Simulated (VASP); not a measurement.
Wanted: the native input for a VASP 6.6.1 run.

| Item | Value |
| --- | --- |
| Task | single point |
| Functional | PBE |
| Potentials or basis | VASP PAW PBE potentials, release 64 (V_sv) |
| Cutoff | 520 eV |
| k mesh | 18 × 18 × 4 |
| Occupations | gaussian, width 0.1 eV |
| Spin | no spin polarisation |
| Dipole correction | no |
| Further INCAR settings | ALGO = Fast; EDIFF = 1e-06; NBANDS = 48 |

The structure of V lies in POSCAR:

```
V
1.0
    2.6239381584      0.0000000000      0.0000000000
   -1.3119690792      2.2723971032      0.0000000000
    0.0000000000      0.0000000000     13.9444620780
V
6
Direct
    0.0000000000      0.0000000000      0.0000000000
    0.3333333333      0.6666666667      0.1669258243
    0.6666666667      0.3333333333      0.3330741757
    0.0000000000      0.0000000000      0.5000000000
    0.6666666667      0.3333333333      0.6669258243
    0.3333333333      0.6666666667      0.8330741757
```

This isn't the form of V at room conditions, which is bcc.

One way to write it, as run:

INCAR

```
SYSTEM = V
PREC = Accurate ; ENCUT = 520
EDIFF = 1E-6 ; ISMEAR = 0
SIGMA = 0.1 ; LREAL = .FALSE.
LASPH = .TRUE. ; NELM = 80
ALGO = Fast ; ISIF = 2
LWAVE = .FALSE. ; LCHARG = .FALSE.
GGA = PE ; NBANDS = 48
```

KPOINTS

```
Automatic mesh
0
G
  18 18 4
  0 0 0
```

Potentials or basis: VASP PAW PBE potentials, release 64 (V_sv).

Command:

```bash
$ cat potpaw_PBE.64/V_sv/POTCAR > POTCAR
$ mpirun -np 1 vasp_std > vasp.out
```

It gave:

```yaml
Pressure: 0.2 GPa
Band_gap_on_the_k_mesh: zero (bands 39 and 40 overlap by 1.07 eV)
```

Wall time 16 min on 1 thread of Oxide Virtual Turin-like Processor, with other jobs on the host, peak memory 0.37 GiB.
